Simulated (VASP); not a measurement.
A run of VASP 6.6.1 is set up as follows.

The input INCAR:

```
  PREC = Accurate
  ENCUT = 600
  EDIFF = 1E-6
  ISMEAR = 0
  SIGMA = 0.02
  LREAL = False
  LASPH = True
  NELM = 60
  ALGO = Normal
  ISIF = 4
  LWAVE = False
  LCHARG = False
  GGA = PE
  IBRION = 2
  NSW = 50
  EDIFFG = -0.01
```

The input KPOINTS:

```
regular mesh
0
Gamma
  6 6 2
```

Contents of POSCAR:

```
Mg3CdTe4
1.0
    4.7191474559      0.0000000000      0.0000000000
    0.0000000000      4.7191474559      0.0000000000
    0.0000000000      0.0000000000     13.2945126555
Mg Cd Te
3 1 4
Direct
    0.5000000000      0.5000000000      0.2520354508
    0.0000000000      0.0000000000      0.5000000000
    0.5000000000      0.5000000000      0.7479645492
    0.0000000000      0.0000000000      0.0000000000
    0.5000000000      0.0000000000      0.3760075177
    0.0000000000      0.5000000000      0.6239924823
    0.5000000000      0.0000000000      0.8711939551
    0.0000000000      0.5000000000      0.1288060449
```

Potentials or basis: VASP PAW PBE potentials, release 64 (Mg, Cd, Te).

The run is started by

```console
$ cat potpaw_PBE.64/Mg/POTCAR potpaw_PBE.64/Cd/POTCAR potpaw_PBE.64/Te/POTCAR > POTCAR
$ mpirun -np 1 vasp_std > vasp.out
```

**Question.** What does it give for the band gap on the k mesh?

**Answer.** 1.56 eV.

Forces in eV/Å, atoms in the order of the input:
```
Mg   0.000  0.000 -0.001
Mg   0.000  0.000  0.000
Mg   0.000  0.000  0.001
Cd   0.000  0.000  0.000
Te   0.000  0.000  0.001
Te   0.000  0.000 -0.001
Te   0.000  0.000 -0.006
Te   0.000  0.000  0.006
```

Caveat: the relaxation stopped at its first step, so nothing moved; spin-orbit coupling is left out, which moves the levels of the heavy elements.
